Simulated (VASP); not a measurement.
# ZnCu (Pm-3m) in VASP: further runs

The runs below take ZnCu through single point, relaxation of cell and atoms, with r2SCAN.

Program: VASP 6.6.1. These are calculated values, not measurements. Logs are shortened: lines on timing, memory, paths and dates and some standing lists are left out, and cuts for length are marked.

### Step 1. The cell of the first run

Symmetry: Pm-3m, No. 221, cubic system. Conventional cell: a = 2.919 Å, b = 2.919 Å, c = 2.919 Å, α = 90.00°, β = 90.00°, γ = 90.00°. Zn (site symmetry m-3m) has 8 Cu at 2.53 Å and 6 Zn at 2.92 Å within 3.3 Å. Within 3.3 Å of Cu (site symmetry m-3m) lie 8 Zn at 2.53 Å and 6 Cu at 2.92 Å.

### Step 2. Single point, r2SCAN

Input file POSCAR:

```
ZnCu
1.0
    2.9193699032      0.0000000000      0.0000000000
    0.0000000000      2.9193699032      0.0000000000
    0.0000000000      0.0000000000      2.9193699032
Zn Cu
1 1
Direct
    0.0000000000      0.0000000000      0.0000000000
    0.5000000000      0.5000000000      0.5000000000
```

Input file INCAR.step1:

```
SYSTEM = ZnCu
PREC     = Accurate       ! precision mode
ENCUT    = 520            ! plane-wave cutoff, eV
ISMEAR   = -1             ! smearing method
SIGMA    = 0.1            ! smearing width, eV
LREAL    = .FALSE.        ! projectors in reciprocal space
LASPH    = .TRUE.         ! aspherical terms in the spheres
NELM     = 80             ! most SCF steps
NBANDS   = 18             ! bands
GGA      = PE             ! functional
ALGO     = Normal         ! electronic algorithm
EDIFF    = 1E-4           ! SCF threshold, eV
LWAVE    = .TRUE.         ! write WAVECAR
LCHARG   = .FALSE.        ! write CHGCAR
```

Input file INCAR.step2:

```
SYSTEM = ZnCu
PREC     = Accurate       ! precision mode
ENCUT    = 520            ! plane-wave cutoff, eV
EDIFF    = 1E-6           ! SCF threshold, eV
ISMEAR   = -1             ! smearing method
SIGMA    = 0.1            ! smearing width, eV
LREAL    = .FALSE.        ! projectors in reciprocal space
LASPH    = .TRUE.         ! aspherical terms in the spheres
NELM     = 80             ! most SCF steps
ALGO     = Normal         ! electronic algorithm
ISIF     = 2              ! what is computed and relaxed
LWAVE    = .FALSE.        ! write WAVECAR
LCHARG   = .FALSE.        ! write CHGCAR
METAGGA  = R2SCAN         ! meta-GGA
LMIXTAU  = .TRUE.       
NBANDS   = 18             ! bands
ISTART   = 1
```

Input file KPOINTS:

```
Automatic mesh
0
G
  13 13 13
  0 0 0
```

Potentials or basis: VASP PAW PBE potentials, release 64 (Zn, Cu).

Run with:

```console
$ cat potpaw_PBE.64/Zn/POTCAR potpaw_PBE.64/Cu/POTCAR > POTCAR
$ cp INCAR.step1 INCAR
$ mpirun -np 1 vasp_std > vasp.out
$ cp INCAR.step2 INCAR
$ mpirun -np 1 vasp_std > vasp.out
```

OUTCAR:

```text
SYSTEM = ZnCu
   PREC = Accurate
   ENCUT = 520
   EDIFF = 1E-6
   ISMEAR = -1
   LREAL = .FALSE.
   LASPH = .TRUE.
   NELM = 80
   ISIF = 2
   METAGGA = R2SCAN
   ISTART = 1

 ion  position               nearest neighbor table
   1  0.000  0.000  0.000-   2 2.53   2 2.53   2 2.53   2 2.53   2 2.53   2 2.53   2 2.53   2 2.53

   2  0.500  0.500  0.500-   1 2.53   1 2.53   1 2.53   1 2.53   1 2.53   1 2.53   1 2.53   1 2.53

  LATTYP: Found a simple cubic cell.
 ALAT       =     2.9193699032

  Lattice vectors:

 A1 = (   2.9193699032,   0.0000000000,   0.0000000000)
 A2 = (   0.0000000000,   2.9193699032,   0.0000000000)
 A3 = (   0.0000000000,   0.0000000000,   2.9193699032)

Analysis of symmetry for initial positions (statically):
=====================================================================
 Subroutine PRICEL returns:
 Original cell was already a primitive cell.

 Routine SETGRP: Setting up the symmetry group for a
 simple cubic supercell.

 Subroutine GETGRP returns: Found 48 space group operations
 (whereof 48 operations were pure point group operations)
 out of a pool of 48 trial point group operations.

The static configuration has the point symmetry O_h .

Analysis of symmetry for dynamics (positions and initial velocities):
=====================================================================
 Subroutine PRICEL returns:
 Original cell was already a primitive cell.

 Routine SETGRP: Setting up the symmetry group for a
 simple cubic supercell.

 Subroutine GETGRP returns: Found 48 space group operations
 (whereof 48 operations were pure point group operations)
 out of a pool of 48 trial point group operations.

The dynamic configuration has the point symmetry O_h .

 Subroutine INISYM returns: Found 48 space group operations
 (whereof 48 operations are pure point group operations),
 and found     1 'primitive' translations

----------------------------------------------------------------------------------------

                                     Primitive cell

  volume of cell :      24.8810

  direct lattice vectors                    reciprocal lattice vectors
     2.919369903  0.000000000  0.000000000     0.342539669  0.000000000  0.000000000
     0.000000000  2.919369903  0.000000000     0.000000000  0.342539669  0.000000000
     0.000000000  0.000000000  2.919369903     0.000000000  0.000000000  0.342539669

  length of vectors
     2.919369903  2.919369903  2.919369903     0.342539669  0.342539669  0.342539669

  position of ions in fractional coordinates (direct lattice)
     0.000000000  0.000000000  0.000000000
     0.500000000  0.500000000  0.500000000

  ion indices of the primitive-cell ions
   primitive index   ion index
                 1           1
                 2           2

----------------------------------------------------------------------------------------

 KPOINTS: Automatic mesh

Automatic generation of k-mesh.
 Grid dimensions read from file:
 generate k-points for:   13   13   13

 Generating k-lattice:

  Cartesian coordinates                     Fractional coordinates (reciprocal lattice)
     0.026349205  0.000000000  0.000000000     0.076923077  0.000000000  0.000000000
     0.000000000  0.026349205  0.000000000     0.000000000  0.076923077  0.000000000
     0.000000000  0.000000000  0.026349205     0.000000000  0.000000000  0.076923077

  Length of vectors
     0.026349205  0.026349205  0.026349205

  Shift w.r.t. Gamma in fractional coordinates (k-lattice)
     0.000000000  0.000000000  0.000000000

 Subroutine IBZKPT returns following result:
 ===========================================

 Found     84 irreducible k-points:

 Following reciprocal coordinates:
            Coordinates               Weight
  0.000000  0.000000  0.000000      1.000000
  0.076923  0.000000  0.000000      6.000000
  0.153846  0.000000  0.000000      6.000000
  0.230769  0.000000  0.000000      6.000000
  0.307692  0.000000  0.000000      6.000000
  0.384615  0.000000  0.000000      6.000000
[... 16 lines left out ...]
  0.307692  0.307692  0.000000     12.000000
  0.384615  0.307692  0.000000     24.000000
 [... further k-points ...]
   k-points           NKPTS =     84   k-points in BZ     NKDIM =     84   number of bands    NBANDS=     18
   number of dos      NEDOS =    301   number of ions     NIONS =      2
   total plane-waves  NPLWV =  13824
   dimension x,y,z NGX =    24 NGY =   24 NGZ =   24
   dimension x,y,z NGXF=    48 NGYF=   48 NGZF=   48
   ions per type =               1   1
   NGX,Y,Z   is equivalent  to a cutoff of  13.67, 13.67, 13.67 a.u.
   NGXF,Y,Z  is equivalent  to a cutoff of  27.33, 27.33, 27.33 a.u.
 SYSTEM =  ZnCu
   PREC   = accura    normal or accurate (medium, high low for compatibility)
   ISTART =      1    job   : 0-new  1-cont  2-samecut
   ICHARG =      0    charge: 1-file 2-atom 10-const
   ISPIN  =      1    spin polarized calculation?
   LNONCOLLINEAR =      F non collinear calculations
   LSORBIT =      F    spin-orbit coupling
   LASPH  =      T    aspherical Exc in radial PAW
   ENCUT  =  520.0 eV  38.22 Ry    6.18 a.u.   5.43  5.43  5.43*2*pi/ulx,y,z
   NELM   =     80;   NELMIN=  2; NELMDL=  0     # of ELM steps
   EDIFF  = 0.1E-05   stopping-criterion for ELM
   LREAL  =      F    real-space projection
   EDIFFG = 0.1E-04   stopping-criterion for IOM
   NSW    =      0    number of steps for IOM
   IBRION =     -1    ionic relax: 0-MD 1-quasi-New 2-CG
   NFREE  =      0    steps in history (QN), initial steepest desc. (CG)
   ISIF   =      2    stress and relaxation
   ISYM   =      2    0-nonsym 1-usesym 2-fastsym
   POTIM  = 0.5000    time-step for ionic-motion
   TEBEG  =    0.0;   TEEND  =   0.0 temperature during run
   PSTRESS=    0.0 pullay stress
   NELECT =      23.0000    total number of electrons
   NUPDOWN=      -1.0000    fix difference up-down
   EMIN   =  10.00;   EMAX   =-10.00  energy-range for DOS
   EFERMI =   0.00;   METHOD = LEGACY
   ISMEAR =    -1;   SIGMA  =   0.10  broadening in eV -4-tet -1-fermi 0-gaus
   EFERMI_NEDOS =   21; number of points for ismear=-14 and -15
   IALGO  =     38    algorithm
   IMIX   =      4    mixing-type and parameters
     AMIX     =   0.40;   BMIX     =  1.00
     AMIX_MAG =   1.60;   BMIX_MAG =  1.00
  volume/ion in A,a.u.               =      12.44        83.95
  Fermi-wavevector in a.u.,A,eV,Ry     =   1.594759  3.013657 34.603090  2.543255
  Thomas-Fermi vector in A             =   2.692783
   LORBIT       =      0    0 simple, 1 ext, 2 COOP (PROOUT), +10 PAW based schemes
   METAGGA = R2SCAN    functional components
   LHFCALC =     F    Hartree Fock is set to
   AEXX    =    0.0000 exact exchange contribution
   IVDW    =     0    specifies the selected vdW correction
   LEPSILON=     F    determine dielectric tensor
   LRPA    =     F    only Hartree local field effects (RPA)
 non-spin polarized calculation
  energy-cutoff  :      520.00
  volume of cell :       24.88
 maximum number of plane-waves:       691
 NGX is ok and might be reduce to    24
   NGX = 11   NGY = 11   NGZ = 11

 number of electron      22.9999986 magnetization

 Free energy of the ion-electron system (eV)
  ---------------------------------------------------
  ext. energy  EPLUGINS =         0.00000000
  ---------------------------------------------------
  free energy    TOTEN  =       -19.94614946 eV

  energy without entropy =      -19.92947606  energy(sigma->0) =      -19.93781276

 E-fermi :   5.6321     XC(G=0): -13.6973

 val. band max:        5.6135726522   @ k =   0.4615   0.3077   0.3077
 cond. band min:       5.6476567180   @ k =   0.3846   0.2308   0.2308
 fundamental gap:      0.0340840658
 Fermi energy:         5.6320568880

 k-point     1 :       0.0000    0.0000    0.0000
  band No.  band energies     occupation
      1      -5.3517      2.00000
      2      -2.6361      2.00000
      3      -2.6361      2.00000
      4      -1.8605      2.00000
      5      -1.8605      2.00000
      6      -1.8605      2.00000
[... 10 lines left out ...]
     17      19.2229      0.00000
     18      30.3335      0.00000

 k-point     2 :       0.0769    0.0000    0.0000
  band No.  band energies     occupation
      1      -5.2377      2.00000
      2      -2.6221      2.00000
      3      -2.6114      2.00000
      4      -1.8707      2.00000
      5      -1.8707      2.00000
      6      -1.8555      2.00000
[... 10 lines left out ...]
     17      19.8670      0.00000
     18      29.0679      0.00000

 k-point     3 :       0.1538    0.0000    0.0000
  band No.  band energies     occupation
      1      -4.9003      2.00000
      2      -2.5830      2.00000
      3      -2.5397      2.00000
      4      -1.8990      2.00000
      5      -1.8990      2.00000
      6      -1.8414      2.00000
[... 10 lines left out ...]
     17      22.1102      0.00000
     18      27.1075      0.00000

 k-point     4 :       0.2308    0.0000    0.0000
  band No.  band energies     occupation
      1      -4.3567      2.00000
      2      -2.5269      2.00000
      3      -2.4241      2.00000
      4      -1.9386      2.00000
      5      -1.9386      2.00000
      6      -1.8214      2.00000
[... 375 lines left out ...]
      4      -2.0807      2.00000
      5      -1.9445      2.00000
      6      -0.1239      2.00000
[... 10 lines left out ...]
     17      20.6945      0.00000
     18      21.9118      0.00000

 k-point    23 :       0.3077    0.3077    0.0000
  band No.  band energies     occupation
      1      -2.7911      2.00000
      2      -2.4620      2.00000
      3      -2.0506      2.00000
      4      -1.9968      2.00000
      5      -1.9795      2.00000
      6      -1.2518      2.00000
[... 10 lines left out ...]
     17      23.6530      0.00000
     18      23.7661      0.00000

 k-point    24 :       0.3846    0.3077    0.0000
  band No.  band energies     occupation
      1      -2.6995      2.00000
      2      -2.4913      2.00000
      3      -2.0846      2.00000
      4      -2.0157      2.00000
      5      -1.8963      2.00000
      6      -0.5169      2.00000
[... 10 lines left out ...]
     17      22.4524      0.00000
     18      22.9795      0.00000

 [... further k-points ...]

------------------------ aborting loop because EDIFF is reached ----------------------------------------

  FORCE on cell =-STRESS in cart. coord.  units (eV):
  Direction    XX          YY          ZZ          XY          YZ          ZX
  --------------------------------------------------------------------------------------
  -------------------------------------------------------------------------------------
  Total        0.1003037      0.1003037      0.1003037      0.0000000      0.0000000     -0.0000000
  in kB        6.4589256      6.4589256      6.4589256      0.0000000      0.0000000     -0.0000000
  external PRESSURE =       6.4589256 kB  Pullay stress =       0.0000000 kB

 VOLUME and BASIS-vectors are now :
 -----------------------------------------------------------------------------
  energy-cutoff  :      520.00
  volume of cell :       24.88
      direct lattice vectors                 reciprocal lattice vectors
     2.919369903  0.000000000  0.000000000     0.342539669  0.000000000  0.000000000
     0.000000000  2.919369903  0.000000000     0.000000000  0.342539669  0.000000000
     0.000000000  0.000000000  2.919369903     0.000000000  0.000000000  0.342539669

 POSITION                                       TOTAL-FORCE (eV/Angst)
 -----------------------------------------------------------------------------------
      0.00000      0.00000      0.00000         0.000000      0.000000      0.000000
      1.45968      1.45968      1.45968         0.000000      0.000000      0.000000
 -----------------------------------------------------------------------------------
    total drift:                                0.000000      0.000000     -0.000000

  FREE ENERGIE OF THE ION-ELECTRON SYSTEM (eV)
  ---------------------------------------------------
  free  energy   TOTEN  =       -19.9461494559 eV

  energy  without entropy=      -19.9294760638  energy(sigma->0) =      -19.93781276
```

Run time: 2.4 min. Hardware: 1 thread of Intel Xeon 8259CL, shared host; peak memory 0.17 GiB.

Results:

```yaml
Free_energy: -19.9461 eV
Pressure: 0.6 GPa
Band_gap_on_the_k_mesh: zero (an odd number of electrons rules out a gap without spin polarisation)
```

Levels at points of the mesh, in eV from the Fermi level:
| k point | band 7 | band 8 | band 9 | band 10 | band 11 | band 12 | band 13 | band 14 | band 15 | band 16 |
| --- | --- | --- | --- | --- | --- | --- | --- | --- | --- | --- |
| (0.00, 0.00, 0.00) | -3.82 | -3.82 | -2.90 | -2.90 | -2.90 | 6.71 | 6.71 | 6.71 | 11.67 | 11.67 |

Caveat: the PAW data sets were made with another functional, which shifts forces and pressure a little.

### Step 3. Single point, r2SCAN

This run uses another cell than the first one, of 12.32 Å³/atom.

Input file POSCAR:

```
ZnCu
1.0
    2.9096060513      0.0000000000      0.0000000000
    0.0000000000      2.9096060513      0.0000000000
    0.0000000000      0.0000000000      2.9096060513
Zn Cu
1 1
Direct
    0.0000000000      0.0000000000      0.0000000000
    0.5000000000      0.5000000000      0.5000000000
```

Input file INCAR.step1:

```
  PREC = Accurate
  ENCUT = 520
  ISMEAR = -1
  SIGMA = 0.1
  LREAL = False
  LASPH = True
  NELM = 60
  NBANDS = 18
  GGA = PE
  ALGO = Normal
  EDIFF = 1E-4
  LWAVE = True
  LCHARG = False
```

Input file INCAR.step2:

```
  PREC = Accurate
  ENCUT = 520
  EDIFF = 1E-7
  ISMEAR = -1
  SIGMA = 0.1
  LREAL = False
  LASPH = True
  NELM = 60
  ALGO = Normal
  ISIF = 2
  LWAVE = False
  LCHARG = False
  METAGGA = R2SCAN
  LMIXTAU = True
  NBANDS = 18
  ISTART = 1
```

Input file KPOINTS:

```
Automatic mesh
0
Gamma
  14 14 14
```

Potentials or basis: VASP PAW PBE potentials, release 64 (Zn, Cu).

Run with:

```console
$ cat potpaw_PBE.64/Zn/POTCAR potpaw_PBE.64/Cu/POTCAR > POTCAR
$ cp INCAR.step1 INCAR
$ mpirun -np 1 vasp_std > vasp.out
$ cp INCAR.step2 INCAR
$ mpirun -np 1 vasp_std > vasp.out
```

OUTCAR:

```text
PREC = Accurate
   ENCUT = 520
   EDIFF = 1E-7
   ISMEAR = -1
   LREAL = False
   LASPH = True
   NELM = 60
   ISIF = 2
   METAGGA = R2SCAN
   ISTART = 1

 ion  position               nearest neighbor table
   1  0.000  0.000  0.000-   2 2.52   2 2.52   2 2.52   2 2.52   2 2.52   2 2.52   2 2.52   2 2.52

   2  0.500  0.500  0.500-   1 2.52   1 2.52   1 2.52   1 2.52   1 2.52   1 2.52   1 2.52   1 2.52

  LATTYP: Found a simple cubic cell.
 ALAT       =     2.9096060513

[... 690 lines left out ...]

 [... further k-points ...]

------------------------ aborting loop because EDIFF is reached ----------------------------------------

  FORCE on cell =-STRESS in cart. coord.  units (eV):
  Direction    XX          YY          ZZ          XY          YZ          ZX
  --------------------------------------------------------------------------------------
  -------------------------------------------------------------------------------------
  Total        0.3061876      0.3061876      0.3061876     -0.0000000      0.0000000     -0.0000000
  in kB       19.9156984     19.9156984     19.9156984     -0.0000000      0.0000000     -0.0000000
  external PRESSURE =      19.9156984 kB  Pullay stress =       0.0000000 kB

 VOLUME and BASIS-vectors are now :
 -----------------------------------------------------------------------------
  energy-cutoff  :      520.00
  volume of cell :       24.63
      direct lattice vectors                 reciprocal lattice vectors
     2.909606051  0.000000000  0.000000000     0.343689139  0.000000000  0.000000000
     0.000000000  2.909606051  0.000000000     0.000000000  0.343689139  0.000000000
     0.000000000  0.000000000  2.909606051     0.000000000  0.000000000  0.343689139

 POSITION                                       TOTAL-FORCE (eV/Angst)
 -----------------------------------------------------------------------------------
      0.00000      0.00000      0.00000         0.000000      0.000000      0.000000
      1.45480      1.45480      1.45480         0.000000      0.000000      0.000000
 -----------------------------------------------------------------------------------
    total drift:                                0.000000      0.000000     -0.000000

  FREE ENERGIE OF THE ION-ELECTRON SYSTEM (eV)
  ---------------------------------------------------
  free  energy   TOTEN  =       -19.9477042080 eV

  energy  without entropy=      -19.9345128660  energy(sigma->0) =      -19.94110854
```

OUTCAR.step1:

```text
PREC = Accurate
   ENCUT = 520
   ISMEAR = -1
   LREAL = False
   LASPH = True
[... 726 lines left out ...]
      0.00000      0.00000      0.00000         0.000000      0.000000      0.000000
      1.45480      1.45480      1.45480         0.000000      0.000000      0.000000
 -----------------------------------------------------------------------------------
    total drift:                                0.000000      0.000000     -0.000000

  FREE ENERGIE OF THE ION-ELECTRON SYSTEM (eV)
  ---------------------------------------------------
  free  energy   TOTEN  =        -4.9875255283 eV

  energy  without entropy=       -4.9736493551  energy(sigma->0) =       -4.98058744
```

OSZICAR.step1:

```text
N       E                     dE             d eps       ncg     rms          rms(c)
DAV:   1     0.115348705176E+03    0.11535E+03   -0.11537E+04  4616   0.219E+03
DAV:   2    -0.134949467843E+01   -0.11670E+03   -0.11181E+03  4338   0.302E+02
DAV:   3    -0.606688879486E+01   -0.47174E+01   -0.46856E+01  4882   0.749E+01
DAV:   4    -0.610338063456E+01   -0.36492E-01   -0.36479E-01  4918   0.613E+00
DAV:   5    -0.610383925060E+01   -0.45862E-03   -0.45860E-03  4810   0.710E-01    0.982E+00
DAV:   6    -0.589857046721E+01    0.20527E+00   -0.14306E+01  4610   0.922E+01    0.592E+00
DAV:   7    -0.499970435976E+01    0.89887E+00   -0.31610E+00  4678   0.888E+01    0.242E+00
DAV:   8    -0.499641334575E+01    0.32910E-02   -0.12291E-01  5534   0.441E+00    0.128E+00
DAV:   9    -0.498756188413E+01    0.88515E-02   -0.99755E-03  5140   0.224E+00    0.774E-02
DAV:  10    -0.498752552826E+01    0.36356E-04   -0.89305E-04  6148   0.698E-01
   1 F= -.49875255E+01 E0= -.49805874E+01  d E =-.138762E-01
```

Run time: 3.7 min. Hardware: 1 thread of Intel Xeon 8259CL, shared host; peak memory 0.19 GiB.

What came out:

* Free energy: -19.9477 eV
* Pressure: 2.0 GPa
* Band gap on the k mesh: zero (an odd number of electrons rules out a gap without spin polarisation)

Caveat: the PAW data sets were made with another functional, which shifts forces and pressure a little.

(Part 1 of 2 ends here.)

The gap in the log of VASP goes by the Fermi energy; the results here count the filled bands.